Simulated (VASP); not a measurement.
# C (R-3m) in VASP: a series of runs, part 2 of 2

VASP 6.6.1. Earlier steps stand in the parts before.

**3. Single point, PBEsol+D3(BJ)**

This run uses another cell than the first one, of 8.74 Å³/atom.

File INCAR:

```
SYSTEM = C
PREC     = Accurate       ! precision mode
ENCUT    = 600            ! plane-wave cutoff, eV
EDIFF    = 1E-6           ! SCF threshold, eV
ISMEAR   = 0              ! smearing method
SIGMA    = 0.1            ! smearing width, eV
LREAL    = .FALSE.        ! projectors in reciprocal space
LASPH    = .TRUE.         ! aspherical terms in the spheres
NELM     = 120            ! most SCF steps
ALGO     = Normal         ! electronic algorithm
ISIF     = 2              ! what is computed and relaxed
LWAVE    = .FALSE.        ! write WAVECAR
LCHARG   = .FALSE.        ! write CHGCAR
GGA      = PS             ! functional
IVDW     = 12             ! dispersion correction
NBANDS   = 11             ! bands
GGA_COMPAT= .FALSE.
```

File KPOINTS:

```
regular mesh
0
G
  9 9 9
  0 0 0
```

File POSCAR:

```
C
1.0
    1.2280263465      0.7090013417      3.3470108394
   -1.2280263465      0.7090013417      3.3470108394
    0.0000000000     -1.4180026834      3.3470108394
C
2
Direct
    0.1640000000      0.1640000000      0.1640000000
    0.8360000000      0.8360000000      0.8360000000
```

Potentials or basis: VASP PAW PBE potentials, release 64 (C).

On the command line:

```
$ cat potpaw_PBE.64/C/POTCAR > POTCAR
$ mpirun -np 1 vasp_std > vasp.out
```

OUTCAR:

```text
SYSTEM = C
   PREC = Accurate
   ENCUT = 600
   EDIFF = 1E-6
   ISMEAR = 0
   LREAL = .FALSE.
   LASPH = .TRUE.
   NELM = 120
   ISIF = 2
   GGA = PS
   IVDW = 12
 IVDW          = 12

 ion  position               nearest neighbor table
   1  0.164  0.164  0.164-   2 1.42   2 1.42   2 1.42
   2  0.836  0.836  0.836-   1 1.42   1 1.42   1 1.42

  LATTYP: Found a trigonal (rhomboedric) cell.
 ALAT       =     3.6349983727
 COS(alpha) =     0.7717362630

  Lattice vectors:

 A1 = (   1.2280263465,   0.7090013417,   3.3470108394)
 A2 = (  -1.2280263465,   0.7090013417,   3.3470108394)
 A3 = (   0.0000000000,  -1.4180026834,   3.3470108394)

Analysis of symmetry for initial positions (statically):
=====================================================================
 Subroutine PRICEL returns:
 Original cell was already a primitive cell.

 Routine SETGRP: Setting up the symmetry group for a
 trigonal (rhombohedral) supercell.

 Subroutine GETGRP returns: Found 12 space group operations
 (whereof 12 operations were pure point group operations)
 out of a pool of 12 trial point group operations.

The static configuration has the point symmetry D_3d.

Analysis of symmetry for dynamics (positions and initial velocities):
=====================================================================
 Subroutine PRICEL returns:
 Original cell was already a primitive cell.

 Routine SETGRP: Setting up the symmetry group for a
 trigonal (rhombohedral) supercell.

 Subroutine GETGRP returns: Found 12 space group operations
 (whereof 12 operations were pure point group operations)
 out of a pool of 12 trial point group operations.

The dynamic configuration has the point symmetry D_3d.

 Subroutine INISYM returns: Found 12 space group operations
 (whereof 12 operations are pure point group operations),
 and found     1 'primitive' translations

----------------------------------------------------------------------------------------
[... 120 lines left out ...]
   AEXX    =    0.0000 exact exchange contribution
   IVDW    =    12    specifies the selected vdW correction
   LEPSILON=     F    determine dielectric tensor
   LRPA    =     F    only Hartree local field effects (RPA)
 non-spin polarized calculation
 Gauss-broadening in eV      SIGMA  =   0.10
  energy-cutoff  :      600.00
  volume of cell :       17.48
 maximum number of plane-waves:       595
 NGX is ok and might be reduce to    30
   NGX = 15   NGY = 15   NGZ = 15

 number of electron       8.0000000 magnetization

 Free energy of the ion-electron system (eV)
  ---------------------------------------------------
  ext. energy  EPLUGINS =         0.00000000
  ---------------------------------------------------
  free energy    TOTEN  =       -19.26282584 eV

  energy without entropy =      -19.26282584  energy(sigma->0) =      -19.26282584

 E-fermi :   4.6809     XC(G=0): -10.5914

 val. band max:        4.2966643646   @ k =  -0.3333   0.3333   0.0000
 cond. band min:       5.0627079567   @ k =  -0.3333   0.3333   0.0000
 fundamental gap:      0.7660435921
 Fermi energy:         4.6808910900

 k-point     1 :       0.0000    0.0000    0.0000
  band No.  band energies     occupation
      1     -15.0187      2.00000
      2      -1.9282      2.00000
      3       1.7499      2.00000
      4       1.7499      2.00000
      5       8.6400      0.00000
      6      13.0962      0.00000
      7      13.0962      0.00000
      8      16.2297      0.00000
      9      17.6864      0.00000
     10      27.2508      0.00000
     11      30.3790      0.00000
[... 309 lines left out ...]
 k-point    24 :       0.4444    0.4444    0.0000
  band No.  band energies     occupation
      1     -10.2901      2.00000
      2      -7.6256      2.00000
      3      -1.6499      2.00000
      4       1.5568      2.00000
      5       6.5301      0.00000
      6      12.0127      0.00000
      7      16.7400      0.00000
      8      20.4052      0.00000
      9      24.0811      0.00000
     10      24.1311      0.00000
     11      28.1465      0.00000

 [... further k-points ...]

------------------------ aborting loop because EDIFF is reached ----------------------------------------

 Edisp (eV)   -0.22099

 E8    (eV) :    -0.1075

  FORCE on cell =-STRESS in cart. coord.  units (eV):
  Direction    XX          YY          ZZ          XY          YZ          ZX
  --------------------------------------------------------------------------------------
  -------------------------------------------------------------------------------------
  Total       0.21172     0.21172    -0.21079     0.00000    -0.00000     0.00000
  in kB      19.40005    19.40005   -19.31468     0.00000    -0.00000     0.00000
  external pressure =        6.50 kB  Pullay stress =        0.00 kB

 VOLUME and BASIS-vectors are now :
 -----------------------------------------------------------------------------
  energy-cutoff  :      600.00
  volume of cell :       17.48
      direct lattice vectors                 reciprocal lattice vectors
     1.228026347  0.709001342  3.347010839     0.407157388  0.235072428  0.099591352
    -1.228026347  0.709001342  3.347010839    -0.407157388  0.235072428  0.099591352
     0.000000000 -1.418002683  3.347010839     0.000000000 -0.470144855  0.099591352

 POSITION                                       TOTAL-FORCE (eV/Angst)
 -----------------------------------------------------------------------------------
      0.00000      0.00000      1.64673         0.000000     -0.000000      0.841862
      0.00000      0.00000      8.39430         0.000000      0.000000     -0.841862
 -----------------------------------------------------------------------------------
    total drift:                                0.000000     -0.000000      0.000000

  FREE ENERGIE OF THE ION-ELECTRON SYSTEM (eV)
  ---------------------------------------------------
  free  energy   TOTEN  =       -19.4838193635 eV

  energy  without entropy=      -19.4838193628  energy(sigma->0) =      -19.48381936
```

OSZICAR:

```text
N       E                     dE             d eps       ncg     rms          rms(c)
DAV:   1     0.955563481873E+01    0.95556E+01   -0.49486E+03  1910   0.748E+02
DAV:   2    -0.197245150745E+02   -0.29280E+02   -0.27741E+02  2459   0.144E+02
DAV:   3    -0.204532306204E+02   -0.72872E+00   -0.72729E+00  2353   0.192E+01
DAV:   4    -0.204556625597E+02   -0.24319E-02   -0.24318E-02  2127   0.135E+00
DAV:   5    -0.204556720414E+02   -0.94817E-05   -0.94812E-05  2400   0.794E-02    0.640E+00
DAV:   6    -0.195480035705E+02    0.90767E+00   -0.77273E-01  2164   0.508E+00    0.369E+00
DAV:   7    -0.192611482130E+02    0.28686E+00   -0.84862E-01  2215   0.538E+00    0.968E-01
DAV:   8    -0.192630487232E+02   -0.19005E-02   -0.19329E-02  2087   0.902E-01    0.126E-01
DAV:   9    -0.192627798731E+02    0.26885E-03   -0.62148E-04  2241   0.153E-01    0.552E-02
DAV:  10    -0.192628263415E+02   -0.46468E-04   -0.10475E-04  2137   0.700E-02    0.261E-02
DAV:  11    -0.192628258401E+02    0.50135E-06   -0.49703E-06  2268   0.128E-02
   1 F= -.19483819E+02 E0= -.19483819E+02  d E =-.692750E-09
```

stdout:

```text
POSCAR found type information on POSCAR C
 POSCAR found :  1 types and       2 ions
 scaLAPACK will be used
 -----------------------------------------------------------------------------
|                                                                             |
|                                                                             |
|     You enforced a specific xc type in the INCAR file but a different       |
|     I HOPE YOU KNOW WHAT YOU ARE DOING!                                     |
|                                                                             |
 -----------------------------------------------------------------------------

 LDA part: xc-table for (Slater+PW92), standard interpolation
 POSCAR, INCAR and KPOINTS ok, starting setup
 FFT: planning ... GRIDC
 FFT: planning ... GRID_SOFT
 FFT: planning ... GRID
 WAVECAR not read
 entering main loop
```

It took 27 s on 1 thread of Intel Xeon Platinum 8259CL at 2.50GHz (Skylake/Cascade Lake), shared host; peak memory 0.17 GiB.

What came out:

* Free energy: -19.4838 eV
* Pressure: 0.6 GPa
* Largest force: 0.842 eV/Å
* Dispersion energy per atom: -0.110 eV

Forces on the atoms (eV/Å):
```
C    0.000  0.000  0.842
C    0.000  0.000 -0.842
```

Caveat: the PAW data sets were made with another functional, which shifts forces and pressure a little.
